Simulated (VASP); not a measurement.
# Au (P6_3/mmc) in VASP: further runs

Runs on Au. Level: PBE. Tasks: single point, relaxation of shape and atoms at fixed volume.

Everything below comes from runs of VASP 6.6.1. Logs are shortened: lines on timing, memory, paths and dates and some standing lists are left out, and cuts for length are marked.

## 1. The cell of the first run

The structure is hexagonal, space group P6_3/mmc (No. 194). The conventional cell has a = 2.957 Å, b = 2.957 Å, c = 5.043 Å, α = 90.00°, β = 90.00°, γ = 120.00°. Au (site symmetry -6m2) has 12 Au at 2.96 to 3.05 Å within 3.9 Å.

This isn't the form of Au at room conditions, which is fcc.

## 2. Single point, PBE (19.10 Å³/atom)

File INCAR:

```
ALGO     = Fast           # electronic algorithm
EDIFF    = 1E-7           # SCF threshold, eV
ENCUT    = 520            # plane-wave cutoff, eV
GGA      = PE             # functional
ISIF     = 2              # what is computed and relaxed
ISMEAR   = 0              # smearing method
LASPH    = T              # aspherical terms in the spheres
LCHARG   = F              # write CHGCAR
LREAL    = F              # projectors in reciprocal space
LWAVE    = F              # write WAVECAR
NBANDS   = 18             # bands
NELM     = 100            # most SCF steps
PREC     = Accurate       # precision mode
SIGMA    = 0.1            # smearing width, eV
```

File KPOINTS:

```
k-points
0
Gamma
  18 18 10
```

File POSCAR:

```
Au
1.0
    2.9572583687      0.0000000000      0.0000000000
   -1.4786291844      2.5610608728      0.0000000000
    0.0000000000      0.0000000000      5.0431333075
Au
2
Direct
    0.3333333333      0.6666666667      0.7500000000
    0.6666666667      0.3333333333      0.2500000000
```

Potentials or basis: VASP PAW PBE potentials, release 64 (Au).

The run is started by

```bash
$ cat potpaw_PBE.64/Au/POTCAR > POTCAR
$ mpirun -np 1 vasp_std > vasp.out
```

OUTCAR:

```text
EDIFF = 1E-7
   ENCUT = 520
   GGA = PE
   ISIF = 2
   ISMEAR = 0
   LASPH = T
   LREAL = F
   NELM = 100
   PREC = Accurate

 ion  position               nearest neighbor table
   1  0.333  0.667  0.750-   2 3.05   2 3.05   2 3.05   2 3.05   2 3.05   2 3.05
   2  0.667  0.333  0.250-   1 3.05   1 3.05   1 3.05   1 3.05   1 3.05   1 3.05

  LATTYP: Found a hexagonal cell.
 ALAT       =     2.9572583687
 C/A-ratio  =     1.7053407849

  Lattice vectors:

 A1 = (   2.9572583687,   0.0000000000,   0.0000000000)
 A2 = (  -1.4786291844,   2.5610608728,   0.0000000000)
 A3 = (   0.0000000000,   0.0000000000,   5.0431333075)

Analysis of symmetry for initial positions (statically):
=====================================================================
 Subroutine PRICEL returns:
 Original cell was already a primitive cell.

 Routine SETGRP: Setting up the symmetry group for a
 hexagonal supercell.

 Subroutine GETGRP returns: Found 24 space group operations
 (whereof 12 operations were pure point group operations)
 out of a pool of 24 trial point group operations.

The static configuration has the point symmetry D_3d.
 The point group associated with its full space group is D_6h.

Analysis of symmetry for dynamics (positions and initial velocities):
=====================================================================
 Subroutine PRICEL returns:
 Original cell was already a primitive cell.

 Routine SETGRP: Setting up the symmetry group for a
 hexagonal supercell.

 Subroutine GETGRP returns: Found 24 space group operations
 (whereof 12 operations were pure point group operations)
 out of a pool of 24 trial point group operations.

The dynamic configuration has the point symmetry D_3d.
 The point group associated with its full space group is D_6h.

 Subroutine INISYM returns: Found 24 space group operations
 (whereof 12 operations are pure point group operations),
 and found     1 'primitive' translations

----------------------------------------------------------------------------------------

                                     Primitive cell

  volume of cell :      38.1953

  direct lattice vectors                    reciprocal lattice vectors
     2.957258369  0.000000000  0.000000000     0.338151042  0.195231595  0.000000000
    -1.478629184  2.561060873  0.000000000     0.000000000  0.390463191  0.000000000
     0.000000000  0.000000000  5.043133307     0.000000000  0.000000000  0.198289424

  length of vectors
     2.957258369  2.957258369  5.043133307     0.390463191  0.390463191  0.198289424

  position of ions in fractional coordinates (direct lattice)
     0.333333333  0.666666667  0.750000000
     0.666666667  0.333333333  0.250000000

  ion indices of the primitive-cell ions
   primitive index   ion index
                 1           1
                 2           2

----------------------------------------------------------------------------------------

 KPOINTS: k-points

Automatic generation of k-mesh.
 Grid dimensions read from file:
 generate k-points for:   18   18   10

 Generating k-lattice:

  Cartesian coordinates                     Fractional coordinates (reciprocal lattice)
     0.018786169  0.010846200  0.000000000     0.055555556  0.000000000  0.000000000
     0.000000000  0.021692399  0.000000000     0.000000000  0.055555556  0.000000000
     0.000000000  0.000000000  0.019828942     0.000000000  0.000000000  0.100000000

  Length of vectors
     0.021692399  0.021692399  0.019828942

  Shift w.r.t. Gamma in fractional coordinates (k-lattice)
     0.000000000  0.000000000  0.000000000

 Subroutine IBZKPT returns following result:
 ===========================================

 Found    222 irreducible k-points:

 Following reciprocal coordinates:
            Coordinates               Weight
  0.000000  0.000000  0.000000      1.000000
  0.055556  0.000000  0.000000      6.000000
  0.111111  0.000000  0.000000      6.000000
  0.166667  0.000000  0.000000      6.000000
  0.222222  0.000000  0.000000      6.000000
[... 52 lines left out ...]
      6       4.0278      2.00000
[... 10 lines left out ...]
     17      22.0239      0.00000
     18      23.9904      0.00000

 k-point     7 :       0.3333    0.0000    0.0000
  band No.  band energies     occupation
      1       1.3312      2.00000
      2       1.9910      2.00000
      3       2.6628      2.00000
      4       3.5235      2.00000
      5       3.8085      2.00000
      6       3.9092      2.00000
[... 10 lines left out ...]
     17      20.8745      0.00000
     18      23.3386      0.00000

 k-point     8 :       0.3889   -0.0000    0.0000
  band No.  band energies     occupation
      1       1.5963      2.00000
      2       1.8720      2.00000
      3       2.4252      2.00000
      4       3.7453      2.00000
      5       3.8174      2.00000
      6       3.8901      2.00000
[... 10 lines left out ...]
     17      19.8045      0.00000
     18      22.8154      0.00000
[... 229 lines left out ...]
     17      24.2699      0.00000
     18      24.8482      0.00000

 k-point    20 :       0.1667    0.1111    0.0000
  band No.  band energies     occupation
      1       0.5294      2.00000
      2       2.2499      2.00000
      3       2.9873      2.00000
      4       3.3110      2.00000
      5       3.5265      2.00000
      6       3.8939      2.00000
[... 10 lines left out ...]
     17      24.1108      0.00000
     18      24.2830      0.00000

 k-point    21 :       0.2222    0.1111    0.0000
  band No.  band energies     occupation
      1       1.1032      2.00000
      2       2.3190      2.00000
      3       2.9533      2.00000
      4       3.0927      2.00000
      5       3.5306      2.00000
      6       3.7668      2.00000
[... 10 lines left out ...]
     17      22.1219      0.00000
     18      23.5241      0.00000

 k-point    22 :       0.2778    0.1111    0.0000
  band No.  band energies     occupation
      1       1.5859      2.00000
      2       2.2095      2.00000
      3       2.6619      2.00000
      4       3.3479      2.00000
      5       3.6799      2.00000
      6       3.6966      2.00000
[... 10 lines left out ...]
     17      21.0329      0.00000
     18      22.8268      0.00000

 k-point    23 :       0.3333    0.1111    0.0000
  band No.  band energies     occupation
      1       1.8534      2.00000
      2       2.0818      2.00000
      3       2.4485      2.00000
      4       3.6381      2.00000
      5       3.6786      2.00000
      6       3.9342      2.00000
[... 10 lines left out ...]
     17      19.9593      0.00000
     18      22.3356      0.00000

 k-point    24 :       0.3889    0.1111    0.0000
  band No.  band energies     occupation
      1       1.9438      2.00000
      2       1.9958      2.00000
      3       2.3187      2.00000
      4       3.6411      2.00000
      5       3.8369      2.00000
      6       3.9641      2.00000
[... 10 lines left out ...]
     17      19.0553      0.00000
     18      22.0469      0.00000

 [... further k-points ...]

------------------------ aborting loop because EDIFF is reached ----------------------------------------

  FORCE on cell =-STRESS in cart. coord.  units (eV):
  Direction    XX          YY          ZZ          XY          YZ          ZX
  --------------------------------------------------------------------------------------
  -------------------------------------------------------------------------------------
  Total       -1.6206557     -1.6206557     -1.6280213      0.0000000      0.0000000      0.0000000
  in kB      -67.9816557    -67.9816557    -68.2906166      0.0000000      0.0000000      0.0000000
  external PRESSURE =     -68.0846426 kB  Pullay stress =       0.0000000 kB

 VOLUME and BASIS-vectors are now :
 -----------------------------------------------------------------------------
  energy-cutoff  :      520.00
  volume of cell :       38.20
      direct lattice vectors                 reciprocal lattice vectors
     2.957258369  0.000000000  0.000000000     0.338151042  0.195231595  0.000000000
    -1.478629184  2.561060873  0.000000000     0.000000000  0.390463191  0.000000000
     0.000000000  0.000000000  5.043133307     0.000000000  0.000000000  0.198289424

 POSITION                                       TOTAL-FORCE (eV/Angst)
 -----------------------------------------------------------------------------------
     -0.00000      1.70737      3.78235        -0.000000     -0.000000      0.000000
      1.47863      0.85369      1.26078         0.000000      0.000000      0.000000
 -----------------------------------------------------------------------------------
    total drift:                               -0.000000      0.000000     -0.000000

  FREE ENERGIE OF THE ION-ELECTRON SYSTEM (eV)
  ---------------------------------------------------
  free  energy   TOTEN  =        -6.3769924868 eV

  energy  without entropy=       -6.3735386459  energy(sigma->0) =       -6.37526557
```

Run time: 58 s. Hardware: 1 thread of Intel Xeon 6975P-C (Granite Rapids), shared host; peak memory 0.25 GiB.

Results:

| Quantity | Value |
| --- | --- |
| Free energy | -6.3770 eV |
| Pressure | -6.8 GPa |
| Band gap on the k mesh | zero (bands 11 and 12 overlap by 6.22 eV) |

Levels at points of the mesh, in eV from the Fermi level:
```
           k point  band 7  band 8  band 9  band 10  band 11  band 12  band 13  band 14  band 15  band 16
(0.00, 0.00, 0.00)   -3.78   -3.11   -3.11    -2.06    -2.06    -0.67     2.01    14.72    15.32    16.62
(0.50, 0.00, 0.00)   -3.15   -1.91   -1.76    -1.62     0.44     1.42     5.39     6.51     6.88    10.20
(0.00, 0.00, 0.50)   -4.03   -4.03   -2.43    -2.43    -2.43    -2.43     9.60     9.60    14.97    14.97
(0.50, 0.00, 0.50)   -2.21   -2.21   -1.68    -1.68     0.75     0.75     3.46     3.46    12.51    12.51
```

Caveat: the cell stands under tension; spin-orbit coupling is left out, which moves the levels of the heavy elements.

## 3. Single point, PBE (19.82 Å³/atom)

This run uses another cell than the first one, of 19.82 Å³/atom.

File INCAR:

```
SYSTEM = Au
PREC     = Accurate       ! precision mode
ENCUT    = 520            ! plane-wave cutoff, eV
EDIFF    = 1E-6           ! SCF threshold, eV
ISMEAR   = 0              ! smearing method
SIGMA    = 0.1            ! smearing width, eV
LREAL    = .False.        ! projectors in reciprocal space
LASPH    = .True.         ! aspherical terms in the spheres
NELM     = 80             ! most SCF steps
ALGO     = Fast           ! electronic algorithm
ISIF     = 2              ! what is computed and relaxed
LWAVE    = .False.        ! write WAVECAR
LCHARG   = .True.         ! write CHGCAR
GGA      = PE             ! functional
LELF     = .True.         ! ELF
LVHAR    = .True.       
NBANDS   = 18             ! bands
```

File KPOINTS:

```
regular mesh
0
Gamma
  18 18 10
  0 0 0
```

File POSCAR:

```
Au
1.0
    2.9770635864      0.0000000000      0.0000000000
   -1.4885317932      2.5782126945      0.0000000000
    0.0000000000      0.0000000000      5.1640398569
Au
2
Direct
    0.3333333333      0.6666666667      0.7500000000
    0.6666666667      0.3333333333      0.2500000000
```

Potentials or basis: VASP PAW PBE potentials, release 64 (Au).

The run is started by

```bash
$ cat potpaw_PBE.64/Au/POTCAR > POTCAR
$ mpirun -np 1 vasp_std > vasp.out
```

Wall time 50 s (1 thread of Intel Xeon 6975P-C (Granite Rapids), shared host); peak memory 0.25 GiB.

It converged, with:

| Quantity | Value |
| --- | --- |
| Free energy | -6.3023 eV |
| Pressure | -9.8 GPa |
| Band gap on the k mesh | zero (bands 11 and 12 overlap by 6.01 eV) |

Stress tensor (GPa, compression positive):
```
-9.71  0.00  0.00
 0.00 -9.71  0.00
 0.00  0.00 -9.84
```

Levels at points of the mesh, in eV from the Fermi level:
| k point | band 7 | band 8 | band 9 | band 10 | band 11 | band 12 | band 13 | band 14 | band 15 | band 16 |
| --- | --- | --- | --- | --- | --- | --- | --- | --- | --- | --- |
| (0.00, 0.00, 0.00) | -3.68 | -2.97 | -2.97 | -2.04 | -2.04 | -0.61 | 1.66 | 14.79 | 14.88 | 16.55 |
| (0.50, 0.00, 0.00) | -3.00 | -1.94 | -1.71 | -1.60 | 0.49 | 1.41 | 5.18 | 6.17 | 6.69 | 10.26 |
| (0.00, 0.00, 0.50) | -3.89 | -3.89 | -2.38 | -2.38 | -2.38 | -2.38 | 9.02 | 9.02 | 15.04 | 15.04 |
| (0.50, 0.00, 0.50) | -2.18 | -2.18 | -1.65 | -1.65 | 0.84 | 0.84 | 3.31 | 3.31 | 12.09 | 12.09 |

Caveat: the cell stands under tension; spin-orbit coupling is left out, which moves the levels of the heavy elements.

## 4. Single point, PBE (15.85 Å³/atom)

This run uses another cell than the first one, of 15.85 Å³/atom.

File INCAR:

```
  ALGO = Normal
  EDIFF = 1E-7
  ENCUT = 520
  GGA = PE
  ISIF = 2
  ISMEAR = 0
  LASPH = True
  LCHARG = False
  LREAL = False
  LWAVE = False
  NBANDS = 18
  NELM = 100
  PREC = Accurate
  SIGMA = 0.1
```

File KPOINTS:

```
k-points
0
Gamma
  18 18 10
```

File POSCAR:

```
Au
1.0
    2.8032933978      0.0000000000      0.0000000000
   -1.4016466989      2.4277232968      0.0000000000
    0.0000000000      0.0000000000      4.6592786634
Au
2
Direct
    0.3333333333      0.6666666667      0.7500000000
    0.6666666667      0.3333333333      0.2500000000
```

The run is started by

```bash
$ cat potpaw_PBE.64/Au/POTCAR > POTCAR
$ mpirun -np 1 vasp_std > vasp.out
```

Wall time 45 s (1 thread of Intel Xeon 6975P-C (Granite Rapids), shared host); peak memory 0.23 GiB.

It converged, with:

* Free energy: -6.1364 eV
* Pressure: 24.9 GPa
* Band gap on the k mesh: zero (bands 11 and 12 overlap by 7.53 eV)

Stress tensor (GPa, compression positive):
```
24.91  0.00  0.00
 0.00 24.91  0.00
 0.00  0.00 24.80
```

Levels at points of the mesh, in eV from the Fermi level:
| k point | band 7 | band 8 | band 9 | band 10 | band 11 | band 12 | band 13 | band 14 | band 15 | band 16 |
| --- | --- | --- | --- | --- | --- | --- | --- | --- | --- | --- |
| (0.00, 0.00, 0.00) | -4.58 | -3.87 | -3.87 | -2.26 | -2.26 | -1.40 | 3.23 | 14.48 | 15.92 | 16.88 |
| (0.50, 0.00, 0.00) | -4.10 | -1.95 | -1.93 | -1.71 | 0.39 | 1.75 | 6.08 | 7.66 | 8.03 | 10.47 |
| (0.00, 0.00, 0.50) | -5.01 | -5.01 | -2.78 | -2.78 | -2.78 | -2.78 | 11.39 | 11.39 | 14.85 | 14.85 |
| (0.50, 0.00, 0.50) | -2.57 | -2.57 | -1.80 | -1.80 | 0.33 | 0.33 | 4.41 | 4.41 | 13.72 | 13.72 |

Caveat: the cell stands under pressure; spin-orbit coupling is left out, which moves the levels of the heavy elements.

## 5. Relaxation of shape and atoms at fixed volume, PBE (15.85 Å³/atom)

This run uses another cell than the first one, of 15.85 Å³/atom.

File INCAR:

```
SYSTEM = Au
ALGO = Fast
EDIFF = 1E-7
EDIFFG = -0.01
ENCUT = 600
GGA = PE
IBRION = 2
ISIF = 4
ISMEAR = 0
LASPH = .True.
LCHARG = .False.
LREAL = .False.
LWAVE = .False.
NELM = 80
NSW = 50
PREC = Accurate
SIGMA = 0.1
```

File KPOINTS:

```
k-points
0
Gamma
  18 18 10
  0 0 0
```

POSCAR is that of step 4.

The run is started by

```bash
$ cat potpaw_PBE.64/Au/POTCAR > POTCAR
$ mpirun -np 1 vasp_std > vasp.out
```

It took 51 s on 1 thread of Intel Xeon 6975P-C (Granite Rapids), shared host; peak memory 0.25 GiB.

It converged, with:

```yaml
Free_energy: -6.1367 eV
Pressure_after_relaxing: 25.0 GPa
Band_gap_on_the_k_mesh: zero (bands 11 and 12 overlap by 7.53 eV)
```

Stress tensor (GPa, compression positive):
```
25.00  0.00  0.00
 0.00 25.00  0.00
 0.00  0.00 24.89
```

Final structure:
```
CELL_PARAMETERS angstrom
2.80329 0.00000 0.00000
-1.40165 2.42772 0.00000
0.00000 0.00000 4.65928
ATOMIC_POSITIONS crystal
Au 0.33333 0.66667 0.75000
Au 0.66667 0.33333 0.25000
```

Levels at points of the mesh, in eV from the Fermi level:
```tsv
k point	band 9	band 10	band 11	band 12	band 13	band 14
(0.00, 0.00, 0.00)	-3.87	-2.26	-2.26	-1.40	3.23	14.48
(0.50, 0.00, 0.00)	-1.93	-1.71	0.39	1.75	6.08	7.66
(0.00, 0.00, 0.50)	-2.78	-2.78	-2.78	-2.78	11.39	11.39
(0.50, 0.00, 0.50)	-1.80	-1.80	0.33	0.33	4.41	4.41
```

Caveat: spin-orbit coupling is left out, which moves the levels of the heavy elements.

## 6. Relaxation of shape and atoms at fixed volume, PBE (16.94 Å³/atom)

This run uses another cell than the first one, of 16.94 Å³/atom.

File INCAR:

```
SYSTEM = Au
  ALGO = Fast
  EDIFF = 1E-6
  EDIFFG = -0.01
  ENCUT = 600
  GGA = PE
  IBRION = 2
  ISIF = 4
  ISMEAR = 0
  LASPH = .TRUE.
  LCHARG = .FALSE.
  LREAL = .FALSE.
  LWAVE = .FALSE.
  NELM = 80
  NSW = 50
  PREC = Accurate
  SIGMA = 0.1
```

File KPOINTS:

```
k-points
0
G
  18 18 10
  0 0 0
```

File POSCAR:

```
Au
1.0
    2.8604021871      0.0000000000      0.0000000000
   -1.4302010935      2.4771809591      0.0000000000
    0.0000000000      0.0000000000      4.7802077605
Au
2
Direct
    0.3333333333      0.6666666667      0.7500000000
    0.6666666667      0.3333333333      0.2500000000
```

Potentials or basis: VASP PAW PBE potentials, release 64 (Au).

The run is started by

```bash
$ cat potpaw_PBE.64/Au/POTCAR > POTCAR
$ mpirun -np 1 vasp_std > vasp.out
```

It took 97 s on 1 thread of Intel Xeon 6975P-C (Granite Rapids), shared host; peak memory 0.26 GiB.

Results (log left out):

```yaml
Free_energy: -6.3648 eV
Energy_gained_by_relaxing: 0.1 meV/atom
Ionic_steps: 3
Pressure_after_relaxing: 9.8 GPa
Band_gap_on_the_k_mesh: zero (bands 11 and 12 overlap by 7.02 eV)
```

The path:
| step | energy change (eV) | largest force (eV/Å) | pressure (GPa) | volume (Å³) |
| --- | --- | --- | --- | --- |
| 1 | 0.0000 | 0.0000 | 9.88 | 33.87 |
| 2 | -0.0001 | 0.0000 | 9.84 | 33.87 |
| 3 | -0.0001 | 0.0000 | 9.83 | 33.87 |

Final structure:
```xyz
2
Lattice="2.8649 0.0000 0.0000 -1.4324 2.4811 0.0000 0.0000 0.0000 4.7653" Properties=species:S:1:pos:R:3 pbc="T T T"
Au    0.0000    1.6540    3.5739
Au    1.4324    0.8270    1.1913
```

Levels at points of the mesh, in eV from the Fermi level:
| k point | band 8 | band 9 | band 10 | band 11 | band 12 | band 13 | band 14 | band 15 |
| --- | --- | --- | --- | --- | --- | --- | --- | --- |
| (0.00, 0.00, 0.00) | -3.61 | -3.61 | -2.17 | -2.17 | -1.07 | 2.87 | 14.57 | 15.92 |
| (0.50, 0.00, 0.00) | -1.91 | -1.88 | -1.69 | 0.38 | 1.59 | 5.89 | 7.41 | 7.52 |
| (0.00, 0.00, 0.50) | -4.62 | -2.64 | -2.64 | -2.64 | -2.64 | 10.93 | 10.93 | 14.87 |
| (0.50, 0.00, 0.50) | -2.41 | -1.76 | -1.76 | 0.47 | 0.47 | 4.03 | 4.03 | 13.44 |

Caveat: spin-orbit coupling is left out, which moves the levels of the heavy elements.

## 7. The runs side by side

| task | cell | cutoff (eV) | gap on the mesh (eV) | pressure (GPa) |
| --- | --- | --- | --- | --- |
| single point | a = 2.957, b = 2.957, c = 5.043 Å, angles 90.0, 90.0, 120.0°, 2 atoms | 520 | none | -6.8 |
| single point | a = 2.977, b = 2.977, c = 5.164 Å, angles 90.0, 90.0, 120.0°, 2 atoms | 520 | none | -9.8 |
| single point | a = 2.803, b = 2.803, c = 4.659 Å, angles 90.0, 90.0, 120.0°, 2 atoms | 520 | none | 24.9 |
| relaxation of shape and atoms at fixed volume | relaxed from a = 2.803, b = 2.803, c = 4.659 Å, angles 90.0, 90.0, 120.0°, 2 atoms | 600 | none | 25.0 |
| relaxation of shape and atoms at fixed volume | relaxed from a = 2.860, b = 2.860, c = 4.780 Å, angles 90.0, 90.0, 120.0°, 2 atoms | 600 | none | 9.8 |

Alike in all rows: level PBE; potentials or basis VASP PAW PBE potentials, release 64 (Au); no spin polarisation; k mesh 18 × 18 × 10; smearing gaussian 0.1 eV.

Caveats: spin-orbit coupling is left out, which moves the levels of the heavy elements; the cell stands under tension (at least some runs); the cell stands under pressure (at least some runs).

Total energies depend on the potentials used, so only differences within one code and one set of settings carry meaning.
